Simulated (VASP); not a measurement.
Wanted: the native input for a VASP 6.6.1 run.

```
Task                   : single point
Functional             : PBE
Potentials or basis    : VASP PAW PBE potentials, release 64 (Sn_d, O)
Cutoff                 : 520 eV
k mesh                 : 6 × 6 × 6
Occupations            : fermi-dirac, width 0.02 eV
Spin                   : no spin polarisation
Dipole correction      : no
Further INCAR settings : ALGO = Normal; EDIFF = 1e-07; NBANDS = 28
```

The structure of SnO lies in POSCAR:

```
SnO
1.0
    3.8305139423      0.0000000000      0.0000000000
    0.0000000000      3.8305139423      0.0000000000
    0.0000000000      0.0000000000      4.7345952917
Sn O
2 2
Direct
    0.0000000000      0.5000000000      0.2393530025
    0.5000000000      0.0000000000      0.7606469975
    0.5000000000      0.5000000000      0.0000000000
    0.0000000000      0.0000000000      0.0000000000
```

This cell differs from its parent crystal: epitaxial xy strain +1.0%.

These files were run (other wordings do the same):

INCAR

```
SYSTEM = SnO
PREC = Accurate
ENCUT = 520
EDIFF = 1E-7
ISMEAR = -1
SIGMA = 0.02
LREAL = .False.
LASPH = .True.
NELM = 60
ALGO = Normal
ISIF = 2
LWAVE = .False.
LCHARG = .True.
GGA = PE
LELF = .True.
LVHAR = .True.
NBANDS = 28
```

KPOINTS

```
Automatic mesh
0
Gamma
  6 6 6
  0 0 0
```

Potentials or basis: VASP PAW PBE potentials, release 64 (Sn_d, O).

Launch:

```console
$ cat potpaw_PBE.64/Sn_d/POTCAR potpaw_PBE.64/O/POTCAR > POTCAR
$ mpirun -np 1 vasp_std > vasp.out
```

Results of the run:

* Pressure: 4.4 GPa
* Largest force: 0.551 eV/Å
* Band gap on the k mesh: 0.13 eV, indirect (least direct gap 1.89 eV)

Caveat: the cell differs from its parent crystal (epitaxial xy strain +1.0%); spin-orbit coupling is left out, which moves the levels of the heavy elements.

Run time: 29 s on 1 thread of Intel(R) Xeon(R) 6975P-C (Granite Rapids), with other jobs on the host, peak memory 0.21 GiB.
